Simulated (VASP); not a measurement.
Set up this calculation in VASP 6.6.1, as the native input.

```yaml
Task: single point
Functional: PBEsol
Potentials_or_basis: VASP PAW PBE potentials, release 64 (Na_pv, I)
Cutoff: 520 eV
k_mesh: 6 × 6 × 6
Occupations: gaussian, width 0.05 eV
Spin: no spin polarisation
Dipole_correction: no
Further_INCAR_settings: ALGO = Normal; EDIFF = 1e-06; NBANDS = 14
```

The structure of NaI lies in POSCAR:

```
NaI
1.0
    0.0000000000      3.2364000000      3.2364000000
    3.2364000000      0.0000000000      3.2364000000
    3.2364000000      3.2364000000      0.0000000000
Na I
1 1
Direct
    0.0000000000      0.0000000000      0.0000000000
    0.5675905327      0.4324094673      0.5675905327
```

This cell differs from its parent crystal: all I atoms moved +0.438 Å, as atom 2 along Cartesian [0 1 0].

One way to write it, as run:

INCAR

```
PREC = Accurate
ENCUT = 520
EDIFF = 1E-6
ISMEAR = 0
SIGMA = 0.05
LREAL = F
LASPH = T
NELM = 60
ALGO = Normal
ISIF = 2
LWAVE = F
LCHARG = F
GGA = PS
NBANDS = 14
```

KPOINTS

```
regular mesh
0
Gamma
  6 6 6
```

Potentials or basis: VASP PAW PBE potentials, release 64 (Na_pv, I).

The run is started by

```console
$ cat potpaw_PBE.64/Na_pv/POTCAR potpaw_PBE.64/I/POTCAR > POTCAR
$ mpirun -np 1 vasp_std > vasp.out
```

Results of the run:

The pressure is 0.7 GPa. The largest force is 0.677 eV/Å and the band gap on the k mesh is 3.54 eV, direct.

Caveat: the cell differs from its parent crystal (all I atoms moved +0.438 Å, as atom 2 along Cartesian [0 1 0]); the PAW data sets were made with another functional, which shifts forces and pressure a little; spin-orbit coupling is left out, which moves the levels of the heavy elements.

Wall time 9.8 s on 1 thread of Intel(R) Xeon(R) 6975P-C (Granite Rapids), with other jobs on the host, peak memory 0.21 GiB.
